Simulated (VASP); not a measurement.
# Al2Cu (P4/mmm) in VASP: notebook, part 3 of 3

VASP 6.6.1. The steps go on from the part before.

## Step 4: Single point, PBEsol

This run uses another cell than the first one, of 16.24 Å³/atom.

Contents of INCAR:

```
PREC = Accurate
ENCUT = 520
EDIFF = 1E-6
ISMEAR = 1
SIGMA = 0.05
LREAL = F
LASPH = T
NELM = 80
ALGO = Normal
ISIF = 2
LWAVE = F
LCHARG = T
GGA = PS
LELF = T
LVHAR = T
NBANDS = 16
```

Contents of KPOINTS:

```
regular mesh
0
Gamma
  7 7 10
```

Contents of POSCAR:

```
Al2Cu
1.0
    4.1051820000      0.0000000000      0.0000000000
    0.0000000000      4.1051820000      0.0000000000
    0.0000000000      0.0000000000      2.8913130000
Al Cu
2 1
Direct
    0.5000000000      0.0000000000      0.5000000000
    0.0000000000      0.5000000000      0.5000000000
    0.0000000000      0.0000000000      0.0000000000
```

Potentials or basis: VASP PAW PBE potentials, release 64 (Al, Cu).

Launch:

```bash
cat potpaw_PBE.64/Al/POTCAR potpaw_PBE.64/Cu/POTCAR > POTCAR
mpirun -np 1 vasp_std > vasp.out
```

OUTCAR:

```text
PREC = Accurate
   ENCUT = 520
   EDIFF = 1E-6
   ISMEAR = 1
   LREAL = F
   LASPH = T
   NELM = 80
   ISIF = 2
   GGA = PS

 ion  position               nearest neighbor table
   1  0.500  0.000  0.500-   3 2.51   3 2.51   3 2.51   3 2.51   2 2.90   2 2.90   2 2.90   2 2.90

   2  0.000  0.500  0.500-   3 2.51   3 2.51   3 2.51   3 2.51   1 2.90   1 2.90   1 2.90   1 2.90

   3  0.000  0.000  0.000-   1 2.51   2 2.51   1 2.51   2 2.51   2 2.51   2 2.51   1 2.51   1 2.51

  LATTYP: Found a simple tetragonal cell.
 ALAT       =     4.1051820000
 C/A-ratio  =     0.7043081159

  Lattice vectors:

 A1 = (   4.1051820000,   0.0000000000,   0.0000000000)
 A2 = (   0.0000000000,   4.1051820000,   0.0000000000)
 A3 = (   0.0000000000,   0.0000000000,   2.8913130000)

Analysis of symmetry for initial positions (statically):
=====================================================================
 Subroutine PRICEL returns:
 Original cell was already a primitive cell.

 Routine SETGRP: Setting up the symmetry group for a
 simple tetragonal supercell.

 Subroutine GETGRP returns: Found 16 space group operations
 (whereof 16 operations were pure point group operations)
 out of a pool of 16 trial point group operations.

The static configuration has the point symmetry D_4h.

Analysis of symmetry for dynamics (positions and initial velocities):
=====================================================================
 Subroutine PRICEL returns:
 Original cell was already a primitive cell.

 Routine SETGRP: Setting up the symmetry group for a
 simple tetragonal supercell.

 Subroutine GETGRP returns: Found 16 space group operations
 (whereof 16 operations were pure point group operations)
 out of a pool of 16 trial point group operations.

The dynamic configuration has the point symmetry D_4h.

 Subroutine INISYM returns: Found 16 space group operations
 (whereof 16 operations are pure point group operations),
 and found     1 'primitive' translations

----------------------------------------------------------------------------------------

                                     Primitive cell

  volume of cell :      48.7259

  direct lattice vectors                    reciprocal lattice vectors
     4.105182000  0.000000000  0.000000000     0.243594559  0.000000000  0.000000000
     0.000000000  4.105182000  0.000000000     0.000000000  0.243594559  0.000000000
     0.000000000  0.000000000  2.891313000     0.000000000  0.000000000  0.345863627

  length of vectors
     4.105182000  4.105182000  2.891313000     0.243594559  0.243594559  0.345863627

  position of ions in fractional coordinates (direct lattice)
     0.500000000  0.000000000  0.500000000
     0.000000000  0.500000000  0.500000000
     0.000000000  0.000000000  0.000000000

  ion indices of the primitive-cell ions
   primitive index   ion index
                 1           1
                 2           2
                 3           3

----------------------------------------------------------------------------------------

 KPOINTS: regular mesh

Automatic generation of k-mesh.
 Grid dimensions read from file:
 generate k-points for:    7    7   10

 Generating k-lattice:

  Cartesian coordinates                     Fractional coordinates (reciprocal lattice)
     0.034799223  0.000000000  0.000000000     0.142857143  0.000000000  0.000000000
     0.000000000  0.034799223  0.000000000     0.000000000  0.142857143  0.000000000
     0.000000000  0.000000000  0.034586363     0.000000000  0.000000000  0.100000000

  Length of vectors
     0.034799223  0.034799223  0.034586363

  Shift w.r.t. Gamma in fractional coordinates (k-lattice)
     0.000000000  0.000000000  0.000000000

 Subroutine IBZKPT returns following result:
 ===========================================

 Found     60 irreducible k-points:

 Following reciprocal coordinates:
            Coordinates               Weight
  0.000000  0.000000  0.000000      1.000000
  0.142857  0.000000  0.000000      4.000000
  0.285714  0.000000  0.000000      4.000000
  0.428571  0.000000  0.000000      4.000000
  0.142857  0.142857  0.000000      4.000000
  0.285714  0.142857  0.000000      8.000000
[... 16 lines left out ...]
  0.285714  0.000000  0.200000      8.000000
  0.428571  0.000000  0.200000      8.000000
 [... further k-points ...]
   k-points           NKPTS =     60   k-points in BZ     NKDIM =     60   number of bands    NBANDS=     16
   number of dos      NEDOS =    301   number of ions     NIONS =      3
   total plane-waves  NPLWV =  24576
   dimension x,y,z NGX =    32 NGY =   32 NGZ =   24
   dimension x,y,z NGXF=    64 NGYF=   64 NGZF=   48
   ions per type =               2   1
   NGX,Y,Z   is equivalent  to a cutoff of  12.96, 12.96, 13.80 a.u.
   NGXF,Y,Z  is equivalent  to a cutoff of  25.92, 25.92, 27.60 a.u.
 SYSTEM =  unknown system
   PREC   = accura    normal or accurate (medium, high low for compatibility)
   ISTART =      0    job   : 0-new  1-cont  2-samecut
   ICHARG =      2    charge: 1-file 2-atom 10-const
   ISPIN  =      1    spin polarized calculation?
   LNONCOLLINEAR =      F non collinear calculations
   LSORBIT =      F    spin-orbit coupling
   LASPH  =      T    aspherical Exc in radial PAW
   ENCUT  =  520.0 eV  38.22 Ry    6.18 a.u.   7.63  7.63  5.38*2*pi/ulx,y,z
   NELM   =     80;   NELMIN=  2; NELMDL= -5     # of ELM steps
   EDIFF  = 0.1E-05   stopping-criterion for ELM
   LREAL  =      F    real-space projection
   EDIFFG = 0.1E-04   stopping-criterion for IOM
   NSW    =      0    number of steps for IOM
   IBRION =     -1    ionic relax: 0-MD 1-quasi-New 2-CG
   NFREE  =      0    steps in history (QN), initial steepest desc. (CG)
   ISIF   =      2    stress and relaxation
   ISYM   =      2    0-nonsym 1-usesym 2-fastsym
   POTIM  = 0.5000    time-step for ionic-motion
   TEBEG  =    0.0;   TEEND  =   0.0 temperature during run
   PSTRESS=    0.0 pullay stress
   NELECT =      17.0000    total number of electrons
   NUPDOWN=      -1.0000    fix difference up-down
   EMIN   =  10.00;   EMAX   =-10.00  energy-range for DOS
   EFERMI =   0.00;   METHOD = LEGACY
   ISMEAR =     1;   SIGMA  =   0.05  broadening in eV -4-tet -1-fermi 0-gaus
   EFERMI_NEDOS =   21; number of points for ismear=-14 and -15
   IALGO  =     38    algorithm
   IMIX   =      4    mixing-type and parameters
     AMIX     =   0.40;   BMIX     =  1.00
     AMIX_MAG =   1.60;   BMIX_MAG =  1.00
  volume/ion in A,a.u.               =      16.24       109.61
  Fermi-wavevector in a.u.,A,eV,Ry     =   1.152492  2.177894 18.071765  1.328237
  Thomas-Fermi vector in A             =   2.289142
   LORBIT       =      0    0 simple, 1 ext, 2 COOP (PROOUT), +10 PAW based schemes
   GGA     = PS    functional components
   LHFCALC =     F    Hartree Fock is set to
   AEXX    =    0.0000 exact exchange contribution
   IVDW    =     0    specifies the selected vdW correction
   LEPSILON=     F    determine dielectric tensor
   LRPA    =     F    only Hartree local field effects (RPA)
 non-spin polarized calculation
 Methfessel and Paxton  Order N= 1 SIGMA  =   0.05
  energy-cutoff  :      520.00
  volume of cell :       48.73
 maximum number of plane-waves:      1339
 NGX is ok and might be reduce to    32
   NGX = 15   NGY = 15   NGZ = 11

 number of electron      16.9999979 magnetization

 Free energy of the ion-electron system (eV)
  ---------------------------------------------------
  ext. energy  EPLUGINS =         0.00000000
  ---------------------------------------------------
  free energy    TOTEN  =       -12.54323001 eV

  energy without entropy =      -12.54296878  energy(sigma->0) =      -12.54314293

 E-fermi :   6.9845     XC(G=0): -10.4861

 val. band max:        6.9728166624   @ k =   0.1429   0.0000   0.3000
 cond. band min:       6.9856056236   @ k =   0.4286   0.1429   0.0000
 fundamental gap:      0.0127889611
 Fermi energy:         6.9845300348

 k-point     1 :       0.0000    0.0000    0.0000
  band No.  band energies     occupation
      1      -3.4613      2.00000
      2       1.6576      2.00000
      3       2.1741      2.00000
      4       2.8196      2.00000
      5       3.0146      2.00000
      6       3.0146      2.00000
[... 433 lines left out ...]
      3       2.3090      2.00000
      4       2.6088      2.00000
      5       2.7270      2.00000
      6       2.7721      2.00000
[... 8 lines left out ...]
     15      17.6033      0.00000
     16      18.2041      0.00000

 [... further k-points ...]

------------------------ aborting loop because EDIFF is reached ----------------------------------------

  FORCE on cell =-STRESS in cart. coord.  units (eV):
  Direction    XX          YY          ZZ          XY          YZ          ZX
  --------------------------------------------------------------------------------------
  -------------------------------------------------------------------------------------
  Total       -0.6208315     -0.6208315     -0.8425403      0.0000000     -0.0000000      0.0000000
  in kB      -20.4138260    -20.4138260    -27.7039265      0.0000000     -0.0000000      0.0000000
  external PRESSURE =     -22.8438595 kB  Pullay stress =       0.0000000 kB

 VOLUME and BASIS-vectors are now :
 -----------------------------------------------------------------------------
  energy-cutoff  :      520.00
  volume of cell :       48.73
      direct lattice vectors                 reciprocal lattice vectors
     4.105182000  0.000000000  0.000000000     0.243594559  0.000000000  0.000000000
     0.000000000  4.105182000  0.000000000     0.000000000  0.243594559  0.000000000
     0.000000000  0.000000000  2.891313000     0.000000000  0.000000000  0.345863627

 POSITION                                       TOTAL-FORCE (eV/Angst)
 -----------------------------------------------------------------------------------
      2.05259      0.00000      1.44566         0.000000      0.000000      0.000000
      0.00000      2.05259      1.44566         0.000000      0.000000      0.000000
      0.00000      0.00000      0.00000         0.000000      0.000000      0.000000
 -----------------------------------------------------------------------------------
    total drift:                               -0.000000     -0.000000      0.000000

  FREE ENERGIE OF THE ION-ELECTRON SYSTEM (eV)
  ---------------------------------------------------
  free  energy   TOTEN  =       -12.5432300064 eV

  energy  without entropy=      -12.5429687796  energy(sigma->0) =      -12.54314293
```

stdout:

```text
POSCAR found type information on POSCAR AlCu
 POSCAR found :  2 types and       3 ions
 scaLAPACK will be used
 -----------------------------------------------------------------------------
|                                                                             |
|                                                                             |
|     You enforced a specific xc type in the INCAR file but a different       |
|     I HOPE YOU KNOW WHAT YOU ARE DOING!                                     |
|                                                                             |
 -----------------------------------------------------------------------------

 LDA part: xc-table for (Slater+PW92), standard interpolation
 POSCAR, INCAR and KPOINTS ok, starting setup
 FFT: planning ... GRIDC
 FFT: planning ... GRID_SOFT
 FFT: planning ... GRID
 WAVECAR not read
 entering main loop
```

Run time: 30 s. Hardware: 1 thread of Intel Xeon Platinum 8375C at 2.90GHz (Ice Lake), shared host; peak memory 0.19 GiB.

Results:

```yaml
Free_energy: -12.5432 eV
Pressure: -2.3 GPa
Band_gap_on_the_k_mesh: zero (an odd number of electrons rules out a gap without spin polarisation)
```

Stress tensor (GPa, compression positive):
```
-2.04  0.00  0.00
 0.00 -2.04  0.00
 0.00  0.00 -2.77
```

Caveat: the PAW data sets were made with another functional, which shifts forces and pressure a little.

## Step 5: Single point, PBEsol

This run uses another cell than the first one, of 16.73 Å³/atom.

Contents of INCAR:

```
SYSTEM = Al2Cu
PREC = Accurate
ENCUT = 520
EDIFF = 1E-6
ISMEAR = 1
SIGMA = 0.05
LREAL = .False.
LASPH = .True.
NELM = 60
ALGO = Normal
ISIF = 2
LWAVE = .False.
LCHARG = .False.
GGA = PS
NBANDS = 16
```

Contents of KPOINTS:

```
Automatic mesh
0
Gamma
  7 7 10
  0 0 0
```

Contents of POSCAR:

```
Al2Cu
1.0
    4.1458300099      0.0000000000      0.0000000000
    0.0000000000      4.1458300099      0.0000000000
    0.0000000000      0.0000000000      2.9199417232
Al Cu
2 1
Direct
    0.5000000000      0.0000000000      0.5000000000
    0.0000000000      0.5000000000      0.5000000000
    0.0000000000      0.0000000000      0.0000000000
```

Launch:

```bash
cat potpaw_PBE.64/Al/POTCAR potpaw_PBE.64/Cu/POTCAR > POTCAR
mpirun -np 1 vasp_std > vasp.out
```

Run time: 26 s. Hardware: 1 thread of Intel Xeon Platinum 8375C at 2.90GHz (Ice Lake), shared host; peak memory 0.19 GiB.

The run converged. Its results:

- Free energy: -12.5127 eV
- Pressure: -4.4 GPa
- Band gap on the k mesh: zero (an odd number of electrons rules out a gap without spin polarisation)

Stress tensor (GPa, compression positive):
```
-4.39  0.00  0.00
 0.00 -4.39  0.00
 0.00  0.00 -4.54
```

Levels at points of the mesh, in eV from the Fermi level:
```
           k point  band 4  band 5  band 6  band 7  band 8  band 9  band 10  band 11  band 12  band 13
(0.00, 0.00, 0.00)   -4.04   -3.85   -3.85   -2.22   -2.22   -0.10     0.96     5.88     6.10     6.10
(0.00, 0.00, 0.50)   -4.79   -4.55   -3.87   -2.86    2.52    2.53     2.53     2.84     2.84     3.20
```

Caveat: the cell stands under tension; the PAW data sets were made with another functional, which shifts forces and pressure a little.

## Step 6: Single point, PBEsol

This run uses another cell than the first one, of 17.22 Å³/atom.

Contents of INCAR:

```
PREC = Accurate
ENCUT = 520
EDIFF = 1E-6
ISMEAR = 1
SIGMA = 0.05
LREAL = False
LASPH = True
NELM = 80
ALGO = Normal
ISIF = 2
LWAVE = False
LCHARG = True
GGA = PS
LELF = True
LVHAR = True
NBANDS = 16
```

Contents of KPOINTS:

```
Automatic mesh
0
Gamma
  7 7 10
```

Contents of POSCAR:

```
Al2Cu
1.0
    4.1856962056      0.0000000000      0.0000000000
    0.0000000000      4.1856962056      0.0000000000
    0.0000000000      0.0000000000      2.9480198084
Al Cu
2 1
Direct
    0.5000000000      0.0000000000      0.5000000000
    0.0000000000      0.5000000000      0.5000000000
    0.0000000000      0.0000000000      0.0000000000
```

Potentials or basis: VASP PAW PBE potentials, release 64 (Al, Cu).

Launch:

```bash
cat potpaw_PBE.64/Al/POTCAR potpaw_PBE.64/Cu/POTCAR > POTCAR
mpirun -np 1 vasp_std > vasp.out
```

It took 39 s on 1 thread of Intel Xeon Platinum 8375C at 2.90GHz (Ice Lake), shared host; peak memory 0.19 GiB.

Results (log left out):

| Property | Result |
| --- | --- |
| Free energy | -12.4633 eV |
| Pressure | -6.4 GPa |
| Band gap on the k mesh | zero (an odd number of electrons rules out a gap without spin polarisation) |

Stress tensor (GPa, compression positive):
```
-6.51  0.00  0.00
 0.00 -6.51  0.00
 0.00  0.00 -6.25
```

Levels at points of the mesh, in eV from the Fermi level:
| k point | band 5 | band 6 | band 7 | band 8 | band 9 | band 10 | band 11 | band 12 |
| --- | --- | --- | --- | --- | --- | --- | --- | --- |
| (0.00, 0.00, 0.00) | -3.75 | -3.75 | -2.16 | -2.16 | -0.20 | 0.97 | 5.75 | 5.96 |
| (0.00, 0.00, 0.50) | -4.43 | -3.77 | -2.80 | 2.44 | 2.45 | 2.45 | 2.85 | 2.85 |

Caveat: the cell stands under tension; the PAW data sets were made with another functional, which shifts forces and pressure a little.

## Step 7: Summary

| cell | gap on the mesh (eV) | pressure (GPa) |
| --- | --- | --- |
| a = 4.021, b = 4.021, c = 2.832 Å, 3 atoms | none | 4.1 |
| a = 4.064, b = 4.064, c = 2.862 Å, 3 atoms | none | 0.6 |
| a = 4.105, b = 4.105, c = 2.891 Å, 3 atoms | none | -2.3 |
| a = 4.146, b = 4.146, c = 2.920 Å, 3 atoms | none | -4.4 |
| a = 4.186, b = 4.186, c = 2.948 Å, 3 atoms | none | -6.4 |

Alike in all rows: task single point; level PBEsol; potentials or basis VASP PAW PBE potentials, release 64 (Al, Cu); no spin polarisation; k mesh 7 × 7 × 10; cutoff (eV) 520; smearing methfessel-paxton 0.05 eV.

Caveats: the PAW data sets were made with another functional, which shifts forces and pressure a little; the cell stands under tension (at least some runs); the cell stands under pressure (at least some runs).

Absolute energies hang on the potentials; compare differences alone.
